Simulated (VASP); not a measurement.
# GaN (P6_3mc) in VASP: a series of runs

GaN is run at these levels: LDA; tasks: single point.

Everything below comes from runs of VASP 6.6.1. Logs are shortened: lines on timing, memory, paths and dates and some standing lists are left out, and cuts for length are marked.

**1. The cell of the first run**

It takes space group P6_3mc (No. 186, hexagonal). Conventional cell: a = 3.215 Å, b = 3.215 Å, c = 5.088 Å, α = 90.00°, β = 90.00°, γ = 120.00°. Ga (site symmetry 3m) has 4 N at 1.94 to 1.95 Å within 2.6 Å. N (site symmetry 3m) has 4 Ga at 1.94 to 1.95 Å within 2.6 Å.

**2. Single point, LDA (film at in-plane strain +0.02)**

The input, INCAR:

```
SYSTEM = GaN
PREC = Accurate ; ENCUT = 520
EDIFF = 1E-7 ; ISMEAR = 0
SIGMA = 0.01 ; LREAL = .False.
LASPH = .True. ; NELM = 80
ALGO = Normal ; ISIF = 2
LWAVE = .False. ; LCHARG = .False.
GGA = CA ; NBANDS = 26
```

The input, KPOINTS:

```
Automatic mesh
0
Gamma
  8 8 4
  0 0 0
```

The input, POSCAR:

```
GaN
1.0
    3.2148508677      0.0000000000      0.0000000000
   -1.6074254338      2.7841425208      0.0000000000
    0.0000000000      0.0000000000      5.0877233315
Ga N
2 2
Direct
    0.3333333333      0.6666666667     -0.0031661581
    0.6666666667      0.3333333333      0.4968338419
    0.3333333333      0.6666666667      0.3781661581
    0.6666666667      0.3333333333      0.8781661581
```

Potentials or basis: VASP PAW LDA potentials, release 64 (Ga_d, N).

Launch:

```bash
$ cat potpaw_LDA.64/Ga_d/POTCAR potpaw_LDA.64/N/POTCAR > POTCAR
$ mpirun -np 1 vasp_std > vasp.out
```

OUTCAR:

```text
SYSTEM = GaN
   PREC = Accurate
   ENCUT = 520
   EDIFF = 1E-7
   ISMEAR = 0
   LREAL = .False.
   LASPH = .True.
   NELM = 80
   ISIF = 2
   GGA = CA

 ion  position               nearest neighbor table
   1  0.333  0.667  0.997-   3 1.94   4 1.95   4 1.95   4 1.95
   2  0.667  0.333  0.497-   4 1.94   3 1.95   3 1.95   3 1.95
   3  0.333  0.667  0.378-   1 1.94   2 1.95   2 1.95   2 1.95
   4  0.667  0.333  0.878-   2 1.94   1 1.95   1 1.95   1 1.95

  LATTYP: Found a hexagonal cell.
 ALAT       =     3.2148508677
 C/A-ratio  =     1.5825690027

  Lattice vectors:

 A1 = (   3.2148508677,   0.0000000000,   0.0000000000)
 A2 = (  -1.6074254338,   2.7841425208,   0.0000000000)
 A3 = (   0.0000000000,   0.0000000000,   5.0877233315)

Analysis of symmetry for initial positions (statically):
=====================================================================
 Subroutine PRICEL returns:
 Original cell was already a primitive cell.

 Routine SETGRP: Setting up the symmetry group for a
 hexagonal supercell.

 Subroutine GETGRP returns: Found 12 space group operations
 (whereof  6 operations were pure point group operations)
 out of a pool of 24 trial point group operations.

The static configuration has the point symmetry C_3v.
 The point group associated with its full space group is C_6v.

Analysis of symmetry for dynamics (positions and initial velocities):
=====================================================================
 Subroutine PRICEL returns:
 Original cell was already a primitive cell.

 Routine SETGRP: Setting up the symmetry group for a
 hexagonal supercell.

 Subroutine GETGRP returns: Found 12 space group operations
 (whereof  6 operations were pure point group operations)
 out of a pool of 24 trial point group operations.

The dynamic configuration has the point symmetry C_3v.
 The point group associated with its full space group is C_6v.

 Subroutine INISYM returns: Found 12 space group operations
 (whereof  6 operations are pure point group operations),
 and found     1 'primitive' translations

----------------------------------------------------------------------------------------

                                     Primitive cell

  volume of cell :      45.5382

  direct lattice vectors                    reciprocal lattice vectors
     3.214850868  0.000000000  0.000000000     0.311056419  0.179588508  0.000000000
    -1.607425434  2.784142521  0.000000000     0.000000000  0.359177015  0.000000000
     0.000000000  0.000000000  5.087723332     0.000000000  0.000000000  0.196551568

  length of vectors
     3.214850868  3.214850868  5.087723332     0.359177015  0.359177015  0.196551568

  position of ions in fractional coordinates (direct lattice)
     0.333333333  0.666666667  0.996833842
     0.666666667  0.333333333  0.496833842
     0.333333333  0.666666667  0.378166158
     0.666666667  0.333333333  0.878166158

  ion indices of the primitive-cell ions
   primitive index   ion index
                 1           1
                 2           2
                 3           3
                 4           4

----------------------------------------------------------------------------------------

 KPOINTS: Automatic mesh

Automatic generation of k-mesh.
 Grid dimensions read from file:
 generate k-points for:    8    8    4

 Generating k-lattice:

  Cartesian coordinates                     Fractional coordinates (reciprocal lattice)
     0.038882052  0.022448563  0.000000000     0.125000000  0.000000000  0.000000000
     0.000000000  0.044897127  0.000000000     0.000000000  0.125000000  0.000000000
     0.000000000  0.000000000  0.049137892     0.000000000  0.000000000  0.250000000

  Length of vectors
     0.044897127  0.044897127  0.049137892

  Shift w.r.t. Gamma in fractional coordinates (k-lattice)
     0.000000000  0.000000000  0.000000000

 Subroutine IBZKPT returns following result:
 ===========================================

 Found     30 irreducible k-points:

 Following reciprocal coordinates:
            Coordinates               Weight
  0.000000  0.000000  0.000000      1.000000
  0.125000  0.000000  0.000000      6.000000
  0.250000  0.000000  0.000000      6.000000
  0.375000  0.000000  0.000000      6.000000
  0.500000  0.000000  0.000000      3.000000
  0.125000  0.125000  0.000000      6.000000
[... 16 lines left out ...]
  0.250000  0.000000  0.500000      6.000000
  0.375000  0.000000  0.500000      6.000000
 [... further k-points ...]
   k-points           NKPTS =     30   k-points in BZ     NKDIM =     30   number of bands    NBANDS=     26
   number of dos      NEDOS =    301   number of ions     NIONS =      4
   total plane-waves  NPLWV =  23040
   dimension x,y,z NGX =    24 NGY =   24 NGZ =   40
   dimension x,y,z NGXF=    48 NGYF=   48 NGZF=   80
   ions per type =               2   2
   NGX,Y,Z   is equivalent  to a cutoff of  12.41, 12.41, 13.07 a.u.
   NGXF,Y,Z  is equivalent  to a cutoff of  24.82, 24.82, 26.14 a.u.
 SYSTEM =  GaN
   PREC   = accura    normal or accurate (medium, high low for compatibility)
   ISTART =      0    job   : 0-new  1-cont  2-samecut
   ICHARG =      2    charge: 1-file 2-atom 10-const
   ISPIN  =      1    spin polarized calculation?
   LNONCOLLINEAR =      F non collinear calculations
   LSORBIT =      F    spin-orbit coupling
   LASPH  =      T    aspherical Exc in radial PAW
   ENCUT  =  520.0 eV  38.22 Ry    6.18 a.u.   5.98  5.98  9.46*2*pi/ulx,y,z
   NELM   =     80;   NELMIN=  2; NELMDL= -5     # of ELM steps
   EDIFF  = 0.1E-06   stopping-criterion for ELM
   LREAL  =      F    real-space projection
   EDIFFG = 0.1E-05   stopping-criterion for IOM
   NSW    =      0    number of steps for IOM
   IBRION =     -1    ionic relax: 0-MD 1-quasi-New 2-CG
   NFREE  =      0    steps in history (QN), initial steepest desc. (CG)
   ISIF   =      2    stress and relaxation
   ISYM   =      2    0-nonsym 1-usesym 2-fastsym
   POTIM  = 0.5000    time-step for ionic-motion
   TEBEG  =    0.0;   TEEND  =   0.0 temperature during run
   PSTRESS=    0.0 pullay stress
   NELECT =      36.0000    total number of electrons
   NUPDOWN=      -1.0000    fix difference up-down
   EMIN   =  10.00;   EMAX   =-10.00  energy-range for DOS
   EFERMI =   0.00;   METHOD = LEGACY
   ISMEAR =     0;   SIGMA  =   0.01  broadening in eV -4-tet -1-fermi 0-gaus
   EFERMI_NEDOS =   21; number of points for ismear=-14 and -15
   IALGO  =     38    algorithm
   IMIX   =      4    mixing-type and parameters
     AMIX     =   0.40;   BMIX     =  1.00
     AMIX_MAG =   1.60;   BMIX_MAG =  1.00
  volume/ion in A,a.u.               =      11.38        76.83
  Fermi-wavevector in a.u.,A,eV,Ry     =   1.513737  2.860548 31.176382  2.291399
  Thomas-Fermi vector in A             =   2.623488
   LORBIT       =      0    0 simple, 1 ext, 2 COOP (PROOUT), +10 PAW based schemes
   GGA     = CA    functional components
   LHFCALC =     F    Hartree Fock is set to
   AEXX    =    0.0000 exact exchange contribution
   IVDW    =     0    specifies the selected vdW correction
   LEPSILON=     F    determine dielectric tensor
   LRPA    =     F    only Hartree local field effects (RPA)
 non-spin polarized calculation
 Gauss-broadening in eV      SIGMA  =   0.01
  energy-cutoff  :      520.00
  volume of cell :       45.54
 maximum number of plane-waves:      1239
 NGX is ok and might be reduce to    24
   NGX = 11   NGY = 11   NGZ = 19

 number of electron      35.9999977 magnetization

 Free energy of the ion-electron system (eV)
  ---------------------------------------------------
  ext. energy  EPLUGINS =         0.00000000
  ---------------------------------------------------
  free energy    TOTEN  =       -27.87064139 eV

  energy without entropy =      -27.87064139  energy(sigma->0) =      -27.87064139

 E-fermi :   5.2159     XC(G=0): -12.1373

 val. band max:        5.1682385398   @ k =   0.0000   0.0000   0.0000
 cond. band min:       7.0842146970   @ k =   0.0000   0.0000   0.0000
 fundamental gap:      1.9159761571
 Fermi energy:         5.2159064143

 k-point     1 :       0.0000    0.0000    0.0000
  band No.  band energies     occupation
      1     -10.7727      2.00000
      2      -9.8887      2.00000
      3      -8.4384      2.00000
      4      -8.4309      2.00000
      5      -8.4309      2.00000
      6      -8.3663      2.00000
[... 18 lines left out ...]
     25      16.4934      0.00000
     26      16.4934      0.00000

 k-point     2 :       0.1250    0.0000    0.0000
  band No.  band energies     occupation
      1     -10.6241      2.00000
      2      -9.8564      2.00000
      3      -8.4240      2.00000
      4      -8.4106      2.00000
      5      -8.3793      2.00000
      6      -8.3467      2.00000
[... 18 lines left out ...]
     25      16.4065      0.00000
     26      16.8366      0.00000

 k-point     3 :       0.2500    0.0000    0.0000
  band No.  band energies     occupation
      1     -10.2807      2.00000
      2      -9.7963      2.00000
      3      -8.3867      2.00000
      4      -8.3756      2.00000
      5      -8.3067      2.00000
      6      -8.2666      2.00000
[... 18 lines left out ...]
     25      16.3170      0.00000
     26      17.5260      0.00000

 k-point     4 :       0.3750    0.0000    0.0000
  band No.  band energies     occupation
      1      -9.9980      2.00000
      2      -9.7596      2.00000
      3      -8.3756      2.00000
      4      -8.3633      2.00000
      5      -8.2741      2.00000
      6      -8.2142      2.00000
[... 18 lines left out ...]
     25      16.6847      0.00000
     26      18.4406      0.00000
[... 496 lines left out ...]
      1     -10.0983      2.00000
      2     -10.0983      2.00000
      3      -8.3965      2.00000
      4      -8.3965      2.00000
      5      -8.3853      2.00000
      6      -8.3853      2.00000
[... 18 lines left out ...]
     25      15.5284      0.00000
     26      15.5284      0.00000

 k-point    23 :       0.2500    0.0000    0.5000
  band No.  band energies     occupation
      1      -9.9206      2.00000
      2      -9.9206      2.00000
      3      -8.3698      2.00000
      4      -8.3698      2.00000
      5      -8.3248      2.00000
      6      -8.3248      2.00000
[... 18 lines left out ...]
     25      16.4081      0.00000
     26      16.4081      0.00000

 k-point    24 :       0.3750    0.0000    0.5000
  band No.  band energies     occupation
      1      -9.7984      2.00000
      2      -9.7984      2.00000
      3      -8.3789      2.00000
      4      -8.3789      2.00000
      5      -8.2754      2.00000
      6      -8.2754      2.00000
[... 18 lines left out ...]
     25      17.0243      0.00000
     26      17.0243      0.00000

 [... further k-points ...]
[... 5 lines left out ...]
  --------------------------------------------------------------------------------------
  -------------------------------------------------------------------------------------
  Total       -2.1245774     -2.1245774      0.3079604     -0.0000000      0.0000000      0.0000000
  in kB      -74.7493393    -74.7493393     10.8350191     -0.0000000      0.0000000      0.0000000
  external PRESSURE =     -46.2212198 kB  Pullay stress =       0.0000000 kB

 VOLUME and BASIS-vectors are now :
 -----------------------------------------------------------------------------
  energy-cutoff  :      520.00
  volume of cell :       45.54
      direct lattice vectors                 reciprocal lattice vectors
     3.214850868  0.000000000  0.000000000     0.311056419  0.179588508  0.000000000
    -1.607425434  2.784142521  0.000000000     0.000000000  0.359177015  0.000000000
     0.000000000  0.000000000  5.087723332     0.000000000  0.000000000  0.196551568

 POSITION                                       TOTAL-FORCE (eV/Angst)
 -----------------------------------------------------------------------------------
     -0.00000      1.85610      5.07161         0.000000      0.000000     -0.006150
      1.60743      0.92805      2.52775        -0.000000      0.000000     -0.006150
     -0.00000      1.85610      1.92400        -0.000000      0.000000      0.006150
      1.60743      0.92805      4.46787         0.000000     -0.000000      0.006150
 -----------------------------------------------------------------------------------
    total drift:                               -0.000001     -0.000001      0.001771

  FREE ENERGIE OF THE ION-ELECTRON SYSTEM (eV)
  ---------------------------------------------------
  free  energy   TOTEN  =       -27.8706413901 eV

  energy  without entropy=      -27.8706413901  energy(sigma->0) =      -27.87064139
```

It took 16 s on 1 thread of Intel Xeon 6975P-C (Granite Rapids), shared host; peak memory 0.15 GiB.

Results:

- Free energy: -27.8706 eV
- Pressure: -4.6 GPa
- Largest force: 0.006 eV/Å
- Band gap on the k mesh: 1.92 eV, direct

Forces on the atoms (eV/Å):
```
Ga   0.000  0.000 -0.006
Ga   0.000  0.000 -0.006
N    0.000  0.000  0.006
N    0.000  0.000  0.006
```

Caveat: the cell differs from its parent crystal (film at in-plane strain +0.02).

**3. Single point, LDA**

This run uses another cell than the first one, of 11.05 Å³/atom, 0.971 times its volume.

The input, INCAR:

```
ALGO     = Normal         # electronic algorithm
EDIFF    = 1E-6           # SCF threshold, eV
ENCUT    = 520            # plane-wave cutoff, eV
GGA      = CA             # functional
ISIF     = 2              # what is computed and relaxed
ISMEAR   = -1             # smearing method
LASPH    = T              # aspherical terms in the spheres
LCHARG   = T              # write CHGCAR
LELF     = T              # ELF
LREAL    = F              # projectors in reciprocal space
LVHAR    = T            
LWAVE    = F              # write WAVECAR
NBANDS   = 26             # bands
NELM     = 100            # most SCF steps
PREC     = Accurate       # precision mode
SIGMA    = 0.1            # smearing width, eV
```

The input, KPOINTS:

```
k-points
0
Gamma
  14 14 8
```

The input, POSCAR:

```
GaN
1.0
    3.1518145761      0.0000000000      0.0000000000
   -1.5759072881      2.7295514910      0.0000000000
    0.0000000000      0.0000000000      5.1383977944
Ga N
2 2
Direct
    0.3333333333      0.6666666667     -0.0007042242
    0.6666666667      0.3333333333      0.4992957758
    0.3333333333      0.6666666667      0.3757042242
    0.6666666667      0.3333333333      0.8757042242
```

Potentials or basis: VASP PAW LDA potentials, release 64 (Ga_d, N).

Launch:

```bash
$ cat potpaw_LDA.64/Ga_d/POTCAR potpaw_LDA.64/N/POTCAR > POTCAR
$ mpirun -np 1 vasp_std > vasp.out
```

OUTCAR:

```text
EDIFF = 1E-6
   ENCUT = 520
   GGA = CA
   ISIF = 2
   ISMEAR = -1
   LASPH = T
   LREAL = F
   NELM = 100
   PREC = Accurate

 ion  position               nearest neighbor table
   1  0.333  0.667  0.999-   4 1.93   4 1.93   4 1.93   3 1.93
   2  0.667  0.333  0.499-   3 1.93   3 1.93   3 1.93   4 1.93
   3  0.333  0.667  0.376-   2 1.93   2 1.93   2 1.93   1 1.93
   4  0.667  0.333  0.876-   1 1.93   1 1.93   1 1.93   2 1.93

  LATTYP: Found a hexagonal cell.
 ALAT       =     3.1518145761
 C/A-ratio  =     1.6302982521

  Lattice vectors:

 A1 = (   3.1518145761,   0.0000000000,   0.0000000000)
 A2 = (  -1.5759072881,   2.7295514910,   0.0000000000)
 A3 = (   0.0000000000,   0.0000000000,   5.1383977944)

Analysis of symmetry for initial positions (statically):
=====================================================================
 Subroutine PRICEL returns:
 Original cell was already a primitive cell.

 Routine SETGRP: Setting up the symmetry group for a
[... 165 lines left out ...]

 Free energy of the ion-electron system (eV)
  ---------------------------------------------------
  ext. energy  EPLUGINS =         0.00000000
  ---------------------------------------------------
  free energy    TOTEN  =       -27.90987573 eV

  energy without entropy =      -27.90987533  energy(sigma->0) =      -27.90987553

 E-fermi :   6.6739     XC(G=0): -12.2986

 val. band max:        5.4408791968   @ k =   0.0000   0.0000   0.0000
 cond. band min:       7.5861853427   @ k =   0.0000   0.0000   0.0000
 fundamental gap:      2.1453061459
 Fermi energy:         6.6739451040

 k-point     1 :       0.0000    0.0000    0.0000
  band No.  band energies     occupation
      1     -10.7019      2.00000
      2      -9.7205      2.00000
      3      -8.1465      2.00000
      4      -8.1291      2.00000
      5      -8.1291      2.00000
      6      -8.0620      2.00000
[... 685 lines left out ...]
     25      18.0620      0.00000
     26      18.2077      0.00000

 [... further k-points ...]
[... 5 lines left out ...]
  --------------------------------------------------------------------------------------
  -------------------------------------------------------------------------------------
  Total        0.3005124      0.3005124      0.2977535     -0.0000000      0.0000000      0.0000000
  in kB       10.8916412     10.8916412     10.7916469     -0.0000000      0.0000000      0.0000000
  external PRESSURE =      10.8583098 kB  Pullay stress =       0.0000000 kB

 VOLUME and BASIS-vectors are now :
 -----------------------------------------------------------------------------
  energy-cutoff  :      520.00
  volume of cell :       44.21
      direct lattice vectors                 reciprocal lattice vectors
     3.151814576  0.000000000  0.000000000     0.317277548  0.183180278  0.000000000
    -1.575907288  2.729551491  0.000000000     0.000000000  0.366360555  0.000000000
     0.000000000  0.000000000  5.138397794     0.000000000  0.000000000  0.194613193

 POSITION                                       TOTAL-FORCE (eV/Angst)
 -----------------------------------------------------------------------------------
     -0.00000      1.81970      5.13478         0.000000     -0.000000      0.001557
      1.57591      0.90985      2.56558        -0.000000      0.000000      0.001557
     -0.00000      1.81970      1.93052         0.000000      0.000000     -0.001557
      1.57591      0.90985      4.49972        -0.000000      0.000000     -0.001557
 -----------------------------------------------------------------------------------
    total drift:                               -0.000001     -0.000001      0.000794

  FREE ENERGIE OF THE ION-ELECTRON SYSTEM (eV)
  ---------------------------------------------------
  free  energy   TOTEN  =       -27.9098757289 eV

  energy  without entropy=      -27.9098753274  energy(sigma->0) =      -27.90987553
```

OSZICAR:

```text
N       E                     dE             d eps       ncg     rms          rms(c)
DAV:   1     0.277142882841E+03    0.27714E+03   -0.17760E+04  6858   0.262E+03
DAV:   2     0.373055916908E+01   -0.27341E+03   -0.25762E+03  6760   0.492E+02
DAV:   3    -0.309741096328E+02   -0.34705E+02   -0.34178E+02  7348   0.142E+02
DAV:   4    -0.320589024028E+02   -0.10848E+01   -0.10800E+01  7298   0.265E+01
DAV:   5    -0.320801797848E+02   -0.21277E-01   -0.21258E-01  7544   0.368E+00    0.108E+01
DAV:   6    -0.279444536393E+02    0.41357E+01   -0.10151E+01 10334   0.509E+01    0.317E+00
DAV:   7    -0.279704879929E+02   -0.26034E-01   -0.12520E+00  6686   0.831E+00    0.258E+00
DAV:   8    -0.279334634214E+02    0.37025E-01   -0.25197E-01 10140   0.518E+00    0.134E+00
DAV:   9    -0.279093628768E+02    0.24101E-01   -0.65425E-02  9886   0.398E+00    0.385E-01
DAV:  10    -0.279101010146E+02   -0.73814E-03   -0.62677E-03  6570   0.573E-01    0.191E-01
DAV:  11    -0.279098842847E+02    0.21673E-03   -0.11474E-03  9096   0.642E-01    0.768E-02
DAV:  12    -0.279099040069E+02   -0.19722E-04   -0.14961E-04  6554   0.765E-02    0.102E-01
DAV:  13    -0.279098901782E+02    0.13829E-04   -0.74706E-06  8168   0.251E-02    0.789E-02
DAV:  14    -0.279098794489E+02    0.10729E-04   -0.10633E-05  7966   0.310E-02    0.418E-02
DAV:  15    -0.279098778462E+02    0.16027E-05   -0.31391E-06  4906   0.112E-02    0.290E-02
DAV:  16    -0.279098761911E+02    0.16551E-05   -0.21101E-06  5118   0.141E-02    0.150E-02
DAV:  17    -0.279098757289E+02    0.46220E-06   -0.14636E-06  4000   0.127E-02
   1 F= -.27909876E+02 E0= -.27909876E+02  d E =-.401483E-06
```

Wall time 44 s (1 thread of Intel Xeon 6975P-C (Granite Rapids), shared host); peak memory 0.22 GiB.

Results:

| Property | Result |
| --- | --- |
| Free energy | -27.9099 eV |
| Pressure | 1.1 GPa |
| Band gap on the k mesh | 2.15 eV, direct |

(Continued in part 2 of 2.)
